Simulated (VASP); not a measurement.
# Si (Imma) in VASP: further runs, part 2 of 2

VASP 6.6.1. The steps go on from the part before.

### 4 Single point, LDA (zz strain of +3 %)

Contents of INCAR:

```
SYSTEM = Si
  PREC = Accurate
  ENCUT = 520
  EDIFF = 1E-7
  ISMEAR = -1
  SIGMA = 0.05
  LREAL = .False.
  LASPH = .True.
  NELM = 60
  ALGO = Normal
  ISIF = 2
  LWAVE = .False.
  LCHARG = .False.
  GGA = CA
  NBANDS = 11
```

Contents of KPOINTS:

```
Automatic mesh
0
Gamma
  16 16 16
  0 0 0
```

Contents of POSCAR:

```
Si
1.0
   -2.2510000000      2.3685000000      1.3132500000
    2.2510000000     -2.3685000000      1.3132500000
    2.2510000000      2.3685000000     -1.3132500000
Si
2
Direct
    0.8070000000      0.5570000000      0.2500000000
    0.1930000000      0.4430000000      0.7500000000
```

Potentials or basis: VASP PAW LDA potentials, release 64 (Si).

The run is started by

```bash
cat potpaw_LDA.64/Si/POTCAR > POTCAR
mpirun -np 1 vasp_std > vasp.out
```

OUTCAR:

```text
SYSTEM = Si
   PREC = Accurate
   ENCUT = 520
   EDIFF = 1E-7
   ISMEAR = -1
   LREAL = .False.
   LASPH = .True.
   NELM = 60
   ISIF = 2
   GGA = CA

 ion  position               nearest neighbor table
   1  0.807  0.557  0.250-   2 2.39   2 2.39   2 2.47   2 2.47   2 2.77   2 2.77
   2  0.193  0.443  0.750-   1 2.39   1 2.39   1 2.47   1 2.47   1 2.77   1 2.77

  LATTYP: Found a body centered orthorhombic cell.
 ALAT       =     2.6265000000
 B/A-ratio  =     1.7140681515
 C/A-ratio  =     1.8035408338

  Lattice vectors:

 A1 = (   2.2510000000,  -2.3685000000,   1.3132500000)
 A2 = (  -2.2510000000,  -2.3685000000,  -1.3132500000)
 A3 = (   2.2510000000,   2.3685000000,  -1.3132500000)

Analysis of symmetry for initial positions (statically):
=====================================================================
 Subroutine PRICEL returns:
 Original cell was already a primitive cell.

 Routine SETGRP: Setting up the symmetry group for a
 body centered orthorhombic supercell.

 Subroutine GETGRP returns: Found  8 space group operations
 (whereof  4 operations were pure point group operations)
 out of a pool of  8 trial point group operations.

The static configuration has the point symmetry C_2h.
 The point group associated with its full space group is D_2h.

Analysis of symmetry for dynamics (positions and initial velocities):
=====================================================================
 Subroutine PRICEL returns:
 Original cell was already a primitive cell.

 Routine SETGRP: Setting up the symmetry group for a
 body centered orthorhombic supercell.

 Subroutine GETGRP returns: Found  8 space group operations
 (whereof  4 operations were pure point group operations)
 out of a pool of  8 trial point group operations.

The dynamic configuration has the point symmetry C_2h.
 The point group associated with its full space group is D_2h.

[... 123 lines left out ...]
   GGA     = CA    functional components
   LHFCALC =     F    Hartree Fock is set to
   AEXX    =    0.0000 exact exchange contribution
   IVDW    =     0    specifies the selected vdW correction
   LEPSILON=     F    determine dielectric tensor
   LRPA    =     F    only Hartree local field effects (RPA)
 non-spin polarized calculation
  energy-cutoff  :      520.00
  volume of cell :       28.01
 maximum number of plane-waves:       769
 NGX is ok and might be reduce to    28
   NGX = 13   NGY = 13   NGZ = 13

 number of electron       8.0000000 magnetization

 Free energy of the ion-electron system (eV)
  ---------------------------------------------------
  ext. energy  EPLUGINS =         0.00000000
  ---------------------------------------------------
  free energy    TOTEN  =       -11.45419581 eV

  energy without entropy =      -11.44765516  energy(sigma->0) =      -11.45092549

 E-fermi :  10.2450     XC(G=0): -11.3324

 val. band max:       10.2438637580   @ k =   0.3750   0.1250  -0.0000
 cond. band min:      10.2454700328   @ k =   0.1250   0.0000   0.0000
 fundamental gap:      0.0016062748
 Fermi energy:        10.2450279323

 k-point     1 :       0.0000    0.0000    0.0000
  band No.  band energies     occupation
      1      -4.2233      2.00000
      2       7.5921      2.00000
      3       7.9843      2.00000
      4       8.9125      2.00000
      5      11.6262      0.00000
      6      17.9458      0.00000
      7      19.4666      0.00000
      8      19.5462      0.00000
      9      19.9227      0.00000
     10      20.4813      0.00000
     11      22.3665      0.00000
[... 309 lines left out ...]
 k-point    24 :      -0.1250    0.0625   -0.0000
  band No.  band energies     occupation
      1      -4.0142      2.00000
      2       6.4426      2.00000
      3       7.7690      2.00000
      4      10.0264      1.97507
      5      12.5777      0.00000
      6      16.2588      0.00000
      7      17.7080      0.00000
      8      19.0703      0.00000
      9      19.8329      0.00000
     10      20.9437      0.00000
     11      22.2237      0.00000

 [... further k-points ...]

------------------------ aborting loop because EDIFF is reached ----------------------------------------

  FORCE on cell =-STRESS in cart. coord.  units (eV):
  Direction    XX          YY          ZZ          XY          YZ          ZX
  --------------------------------------------------------------------------------------
  -------------------------------------------------------------------------------------
  Total        1.0307455      1.8551761      0.6913685      0.0000000     -0.0000000      0.0000000
  in kB       58.9665546    106.1303119     39.5515833      0.0000000     -0.0000000      0.0000000
  external PRESSURE =      68.2161499 kB  Pullay stress =       0.0000000 kB

 VOLUME and BASIS-vectors are now :
 -----------------------------------------------------------------------------
  energy-cutoff  :      520.00
  volume of cell :       28.01
      direct lattice vectors                 reciprocal lattice vectors
    -2.251000000  2.368500000  1.313250000     0.000000000  0.211104074  0.380734818
     2.251000000 -2.368500000  1.313250000     0.222123501  0.000000000  0.380734818
     2.251000000  2.368500000 -1.313250000     0.222123501  0.211104074  0.000000000

 POSITION                                       TOTAL-FORCE (eV/Angst)
 -----------------------------------------------------------------------------------
     -0.00000      1.18425      1.46296         0.000000      0.000000      0.052450
      2.25100      1.18425     -0.14971        -0.000000     -0.000000     -0.052450
 -----------------------------------------------------------------------------------
    total drift:                                0.000000     -0.000000     -0.000000

  FREE ENERGIE OF THE ION-ELECTRON SYSTEM (eV)
  ---------------------------------------------------
  free  energy   TOTEN  =       -11.4541958099 eV

  energy  without entropy=      -11.4476551634  energy(sigma->0) =      -11.45092549
```

It took 2.6 min on 1 thread of AMD EPYC 7R13 (Zen 3), shared host; peak memory 0.22 GiB.

What came out:

| Quantity | Value |
| --- | --- |
| Free energy | -11.4542 eV |
| Pressure | 6.8 GPa |
| Largest force | 0.052 eV/Å |
| Band gap on the k mesh | zero (bands 4 and 5 overlap by 7.62 eV) |

Forces in eV/Å, atoms in the order of the input:
```
Si   0.000  0.000  0.052
Si   0.000  0.000 -0.052
```

Stress tensor (GPa, compression positive):
```
 5.90  0.00  0.00
 0.00 10.61  0.00
 0.00  0.00  3.96
```

Levels at points of the mesh, in eV from the Fermi level:
```csv
k point,band 2,band 3,band 4,band 5,band 6,band 7
"(0.00, 0.00, 0.00)",-2.65,-2.26,-1.33,1.38,7.70,9.22
"(0.50, 0.00, 0.00)",-7.58,-1.69,-1.40,-1.32,0.11,4.73
"(0.00, 0.50, 0.00)",-7.15,-2.62,-2.33,-1.58,1.20,5.13
"(0.50, 0.50, 0.00)",-11.13,0.38,0.38,3.23,3.23,7.73
"(0.50, 0.50, 0.50)",-7.88,-7.40,-7.07,4.80,5.93,14.14
```

Caveat: the cell differs from its parent crystal (zz strain of +3 %); the stress differs along the axes, from 4 to 11 GPa.

### 5 The runs side by side

```csv
cell,gap on the mesh (eV),pressure (GPa),largest force (eV/Å)
"a = 3.517 Å, angles 100.4, 95.3, 136.6°, 2 atoms",none,8.1,0.04
"a = 3.538 Å, angles 100.0, 94.9, 137.8°, 2 atoms",none,7.8,0.03
"a = 3.522 Å, angles 100.5, 95.5, 136.2°, 2 atoms",none,6.8,0.05
```

Alike in all rows: task single point; level LDA; potentials or basis VASP PAW LDA potentials, release 64 (Si); no spin polarisation; k mesh 16 × 16 × 16; cutoff (eV) 520; smearing fermi-dirac 0.05 eV.

Caveats: the stress differs along the axes, from 6 to 11 GPa (at least some runs); the cell stands under pressure (at least some runs); the stress differs along the axes, from 4 to 11 GPa (at least some runs).

Total energies depend on the potentials used, so only differences within one code and one set of settings carry meaning.
